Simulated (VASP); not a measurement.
Wanted: the native input for a VASP 6.6.1 run.

```
Task                   : single point
Functional             : PBE
Potentials or basis    : VASP PAW PBE potentials, release 64 (Mo_sv, Se)
Cutoff                 : 520 eV
k mesh                 : 12 × 12 × 12
Occupations            : gaussian, width 0.1 eV
Spin                   : collinear spin
Starting moments       : [2.0, 0.0] μB
Hubbard terms          : Mo d U = 4.38 eV
Dipole correction      : no
Further INCAR settings : ALGO = Normal; EDIFF = 1e-06; NBANDS = 21
```

The structure of MoSe lies in POSCAR:

```
MoSe
1.0
    3.3601034263      0.0000000000      0.0000000000
    0.0000000000      3.3601034263      0.0000000000
    0.0000000000      0.0000000000      3.3601034263
Mo Se
1 1
Direct
    0.0000000000      0.0000000000      0.0000000000
    0.5000000000      0.5000000000      0.5000000000
```

These files were run (other wordings do the same):

INCAR

```
SYSTEM = MoSe
ALGO = Normal
EDIFF = 1E-6
ENCUT = 520
GGA = PE
ISIF = 2
ISMEAR = 0
ISPIN = 2
LASPH = .TRUE.
LCHARG = .FALSE.
LDAU = .TRUE.
LDAUJ = 0 0
LDAUL = 2 -1
LDAUPRINT = 1
LDAUTYPE = 2
LDAUU = 4.38 0
LMAXMIX = 4
LORBIT = 11
LREAL = .FALSE.
LWAVE = .FALSE.
MAGMOM = 2 0
NBANDS = 21
NELM = 150
PREC = Accurate
SIGMA = 0.1
```

KPOINTS

```
k-points
0
G
  12 12 12
  0 0 0
```

Potentials or basis: VASP PAW PBE potentials, release 64 (Mo_sv, Se).

Launch:

```console
$ cat potpaw_PBE.64/Mo_sv/POTCAR potpaw_PBE.64/Se/POTCAR > POTCAR
$ mpirun -np 1 vasp_std > vasp.out
```

It gave:

| Quantity | Value |
| --- | --- |
| Pressure | -8.2 GPa |
| Net moment | 2.11 μB per cell |
| Site moments | Mo +2.16; Se -0.24 μB |
| Valence electrons inside the program's atomic spheres | Mo 12.08; Se 3.78 |

Caveat: the cell stands under tension.

Wall time 4.4 min on 1 thread of Intel Xeon 8259CL (shared host), peak memory 0.24 GiB.
